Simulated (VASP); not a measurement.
# K15Cl16 (a cell with a defect) in VASP: electric field gradients with PBE

Aim: the electric field gradients of K15Cl16 (a cell with a defect) with PBE.

Everything below comes from runs of VASP 6.6.1. Logs are shortened: lines on timing, memory, paths and dates and some standing lists are left out, and cuts for length are marked.

## Step 1: The cell of the first run

The cell holds a defect, 31 atoms: a = 10.859 Å, b = 10.859 Å, c = 10.859 Å, α = 60.00°, β = 60.00°, γ = 60.00°.

## Step 2: Electric field gradients, PBE (atoms taken out)

INCAR

```
SYSTEM = K15Cl16
ALGO = Normal ; EDIFF = 1E-8
ENCUT = 400 ; GGA = PE
GGA_COMPAT = .FALSE. ; ISIF = 2
ISMEAR = -1 ; LASPH = .TRUE.
LCHARG = .FALSE. ; LEFG = .TRUE.
LREAL = .FALSE. ; LWAVE = .FALSE.
NBANDS = 144 ; NELECT = 248.0
NELM = 120 ; PREC = Accurate
SIGMA = 0.01
```

KPOINTS

```
k-points
0
G
  2 2 2
  0 0 0
```

POSCAR

```
K15Cl16
1.0
    0.0000000000      7.6783920000      7.6783920000
    7.6783920000      0.0000000000      7.6783920000
    7.6783920000      7.6783920000      0.0000000000
K Cl
15 16
Direct
    0.5000000000      0.0000000000      0.0000000000
    0.0000000000      0.5000000000      0.0000000000
    0.0000000000      0.0000000000      0.5000000000
    0.2500000000      0.2500000000      0.2500000000
    0.5000000000      0.5000000000      0.0000000000
    0.5000000000      0.0000000000      0.5000000000
    0.7500000000      0.2500000000      0.2500000000
    0.0000000000      0.5000000000      0.5000000000
    0.2500000000      0.7500000000      0.2500000000
    0.2500000000      0.2500000000      0.7500000000
    0.5000000000      0.5000000000      0.5000000000
    0.7500000000      0.7500000000      0.2500000000
    0.7500000000      0.2500000000      0.7500000000
    0.2500000000      0.7500000000      0.7500000000
    0.7500000000      0.7500000000      0.7500000000
    0.1250000000      0.1250000000      0.1250000000
    0.6250000000      0.1250000000      0.1250000000
    0.1250000000      0.6250000000      0.1250000000
    0.1250000000      0.1250000000      0.6250000000
    0.3750000000      0.3750000000      0.3750000000
    0.6250000000      0.6250000000      0.1250000000
    0.6250000000      0.1250000000      0.6250000000
    0.8750000000      0.3750000000      0.3750000000
    0.1250000000      0.6250000000      0.6250000000
    0.3750000000      0.8750000000      0.3750000000
    0.3750000000      0.3750000000      0.8750000000
    0.6250000000      0.6250000000      0.6250000000
    0.8750000000      0.8750000000      0.3750000000
    0.8750000000      0.3750000000      0.8750000000
    0.3750000000      0.8750000000      0.8750000000
    0.8750000000      0.8750000000      0.8750000000
```

Potentials or basis: VASP PAW PBE potentials, release 64 (K_sv, Cl).

Run with:

```bash
> cat potpaw_PBE.64/K_sv/POTCAR potpaw_PBE.64/Cl/POTCAR > POTCAR
> mpirun -np 1 vasp_std > vasp.out
```

OUTCAR:

```text
SYSTEM = K15Cl16
   EDIFF = 1E-8
   ENCUT = 400
   GGA = PE
   ISIF = 2
   ISMEAR = -1
   LASPH = .TRUE.
   LREAL = .FALSE.
   NELECT = 248.0
   NELM = 120
   PREC = Accurate

 ion  position               nearest neighbor table
   1  0.500  0.000  0.000-
   2  0.000  0.500  0.000-
   3  0.000  0.000  0.500-
   4  0.250  0.250  0.250-
   5  0.500  0.500  0.000-
   6  0.500  0.000  0.500-
[... 23 lines left out ...]
  30  0.375  0.875  0.875-
  31  0.875  0.875  0.875-

  LATTYP: Found a face centered cubic cell.
 ALAT       =    15.3567840000

  Lattice vectors:

 A1 = (   0.0000000000,   7.6783920000,   7.6783920000)
 A2 = (   7.6783920000,   0.0000000000,   7.6783920000)
 A3 = (   7.6783920000,   7.6783920000,   0.0000000000)

Analysis of symmetry for initial positions (statically):
=====================================================================
 Subroutine PRICEL returns:
 Original cell was already a primitive cell.

 Routine SETGRP: Setting up the symmetry group for a
 face centered cubic supercell.

 Subroutine GETGRP returns: Found 48 space group operations
 (whereof 48 operations were pure point group operations)
 out of a pool of 48 trial point group operations.

The static configuration has the point symmetry O_h .

Analysis of symmetry for dynamics (positions and initial velocities):
=====================================================================
 Subroutine PRICEL returns:
 Original cell was already a primitive cell.

 Routine SETGRP: Setting up the symmetry group for a
 face centered cubic supercell.

 Subroutine GETGRP returns: Found 48 space group operations
 (whereof 48 operations were pure point group operations)
 out of a pool of 48 trial point group operations.

The dynamic configuration has the point symmetry O_h .

 Subroutine INISYM returns: Found 48 space group operations
 (whereof 48 operations are pure point group operations),
 and found     1 'primitive' translations

[... 190 lines left out ...]
      4     -29.1864      2.00000
      5     -29.1860      2.00000
      6     -29.1860      2.00000
[... 406 lines left out ...]
    135       6.0084      0.00000
    136       6.1528      0.00000
 [bands above 136 left out]

------------------------ aborting loop because EDIFF is reached ----------------------------------------

  FORCE on cell =-STRESS in cart. coord.  units (eV):
  Direction    XX          YY          ZZ          XY          YZ          ZX
  --------------------------------------------------------------------------------------
  -------------------------------------------------------------------------------------
  Total        3.6765512      3.6765512      3.6765512     -0.0000000     -0.0000000      0.0000000
  in kB        6.5059447      6.5059447      6.5059447     -0.0000000     -0.0000000      0.0000000
  external PRESSURE =       6.5059447 kB  Pullay stress =       0.0000000 kB

 VOLUME and BASIS-vectors are now :
 -----------------------------------------------------------------------------
  energy-cutoff  :      400.00
  volume of cell :      905.40
      direct lattice vectors                 reciprocal lattice vectors
     0.000000000  7.678392000  7.678392000    -0.065117801  0.065117801  0.065117801
     7.678392000  0.000000000  7.678392000     0.065117801 -0.065117801  0.065117801
     7.678392000  7.678392000  0.000000000     0.065117801  0.065117801 -0.065117801

 POSITION                                       TOTAL-FORCE (eV/Angst)
 -----------------------------------------------------------------------------------
      0.00000      3.83920      3.83920        -0.000000      0.000000     -0.000000
      3.83920      0.00000      3.83920        -0.000000      0.000000     -0.000000
      3.83920      3.83920      0.00000         0.000000      0.000000     -0.000000
      3.83920      3.83920      3.83920         0.000000      0.000000     -0.000000
      3.83920      3.83920      7.67839         0.000000      0.000000     -0.000000
      3.83920      7.67839      3.83920        -0.000000      0.000000     -0.000000
[... 23 lines left out ...]
     13.43719      9.59799      9.59799        -0.183908      0.183908      0.183908
     13.43719     13.43719     13.43719        -0.183908     -0.183908     -0.183908
 -----------------------------------------------------------------------------------
    total drift:                                0.000000      0.000000     -0.000000

  FREE ENERGIE OF THE ION-ELECTRON SYSTEM (eV)
  ---------------------------------------------------
  free  energy   TOTEN  =      -101.7535090349 eV

  energy  without entropy=     -101.7535090349  energy(sigma->0) =     -101.75350903

 Electric field gradients (V/A^2)
---------------------------------------------------------------------
 ion       V_xx      V_yy      V_zz      V_xy      V_xz      V_yz
---------------------------------------------------------------------
   1      -0.279     0.140     0.140     0.001     0.001    -3.236
   2       0.140    -0.279     0.140     0.001    -3.236     0.001
   3       0.140     0.140    -0.279    -3.236     0.001     0.001
   4      -0.000    -0.000     0.000     0.001     0.001     0.001
   5       0.140     0.140    -0.279     3.238     0.001     0.001
   6       0.140    -0.279     0.140     0.001     3.238     0.001
[... 23 lines left out ...]
  30       0.000    -0.000    -0.000     8.586     8.586    -8.589
  31      -0.000    -0.000     0.000    -8.589    -8.589    -8.589
---------------------------------------------------------------------

 Electric field gradients after diagonalization (V/A^2)
 (convention: |V_zz| > |V_xx| > |V_yy|)
----------------------------------------------------------------------
 ion       V_xx      V_yy      V_zz     asymmetry (V_yy - V_xx)/ V_zz
----------------------------------------------------------------------
   1      -3.097    -0.279     3.376       0.835
   2      -3.097    -0.279     3.376       0.835
   3      -3.097    -0.279     3.376       0.835
   4      -0.001    -0.001     0.001       0.000
   5      -3.098    -0.279     3.377       0.835
   6      -3.098    -0.279     3.377       0.835
[... 23 lines left out ...]
  30       8.589     8.586   -17.174       0.000
  31       8.589     8.589   -17.177       0.000
----------------------------------------------------------------------

           NMR quadrupolar parameters

 Cq : quadrupolar parameter    Cq=e*Q*V_zz/h
 eta: asymmetry parameters     (V_yy - V_xx)/ V_zz
 Q  : nuclear electric quadrupole moment in mb (millibarn)
----------------------------------------------------------------------
 ion       Cq(MHz)       eta       Q (mb)
----------------------------------------------------------------------
   1       0.008       0.835       1.000
   2       0.008       0.835       1.000
   3       0.008       0.835       1.000
   4       0.000       0.000       1.000
   5       0.008       0.835       1.000
   6       0.008       0.835       1.000
[... 23 lines left out ...]
  30      -0.042       0.000       1.000
  31      -0.042       0.000       1.000
----------------------------------------------------------------------
```

Run time: 15 min. Hardware: 1 thread of AMD EPYC 9755, shared host; peak memory 0.75 GiB.

What came out:

| Item | Value |
| --- | --- |
| Free energy | -101.7535 eV |
| Largest force | 0.382 eV/Å |
| Largest electric field gradient by atom | K +3.4, -0.0, -4.6 (each value once); Cl -17.2, +0.9 (each value once) V/Å² |

Forces in eV/Å, atoms in the order of the input:
```
K    0.000  0.000  0.000
K    0.000  0.000  0.000
K    0.000  0.000  0.000
K    0.000  0.000  0.000
K    0.000  0.000  0.000
K    0.000  0.000  0.000
K   -0.382  0.000  0.000
K    0.000  0.000  0.000
K    0.000 -0.382  0.000
K    0.000  0.000 -0.382
K    0.000  0.000  0.000
K    0.000  0.000  0.382
K    0.000  0.382  0.000
K    0.382  0.000  0.000
K    0.000  0.000  0.000
Cl   0.184  0.184  0.184
Cl   0.184 -0.184 -0.184
Cl  -0.184  0.184 -0.184
Cl  -0.184 -0.184  0.184
Cl   0.046  0.046  0.046
Cl   0.046  0.046 -0.046
Cl   0.046 -0.046  0.046
Cl   0.046 -0.046 -0.046
Cl  -0.046  0.046  0.046
Cl  -0.046  0.046 -0.046
Cl  -0.046 -0.046  0.046
Cl  -0.046 -0.046 -0.046
Cl   0.184  0.184 -0.184
Cl   0.184 -0.184  0.184
Cl  -0.184  0.184  0.184
Cl  -0.184 -0.184 -0.184
```

Electric field gradients, principal values (V/Å²):
```tsv
atom	least	middle	greatest (by size)
1 K	-0.279	-3.097	3.376
2 K	-0.279	-3.097	3.376
3 K	-0.279	-3.097	3.376
4 K	-0.001	-0.001	0.001
5 K	-0.279	-3.098	3.377
6 K	-0.279	-3.098	3.377
7 K	2.275	2.277	-4.552
8 K	-0.279	-3.098	3.377
9 K	2.275	2.277	-4.552
10 K	2.275	2.277	-4.552
11 K	-0.001	-0.001	0.001
12 K	2.275	2.277	-4.552
13 K	2.275	2.277	-4.552
14 K	2.275	2.277	-4.552
15 K	-0.001	-0.001	0.001
16 Cl	8.589	8.589	-17.177
17 Cl	8.586	8.589	-17.174
18 Cl	8.586	8.589	-17.174
19 Cl	8.586	8.589	-17.174
20 Cl	-0.446	-0.446	0.891
21 Cl	-0.446	-0.449	0.894
22 Cl	-0.446	-0.449	0.894
23 Cl	-0.446	-0.449	0.894
24 Cl	-0.446	-0.449	0.894
25 Cl	-0.446	-0.449	0.894
26 Cl	-0.446	-0.449	0.894
27 Cl	-0.446	-0.446	0.891
28 Cl	8.586	8.589	-17.174
29 Cl	8.586	8.589	-17.174
30 Cl	8.586	8.589	-17.174
31 Cl	8.589	8.589	-17.177
```

Caveat: the cell carries a net charge on a neutralising background, which shifts energy and pressure; the cell differs from its parent crystal (atoms taken out); the cell is charged against a uniform background, so pressure and absolute levels hang on convention; without QUAD_EFG the Cq values of the log hold for a quadrupole moment of 1 mb, not for the nuclei.
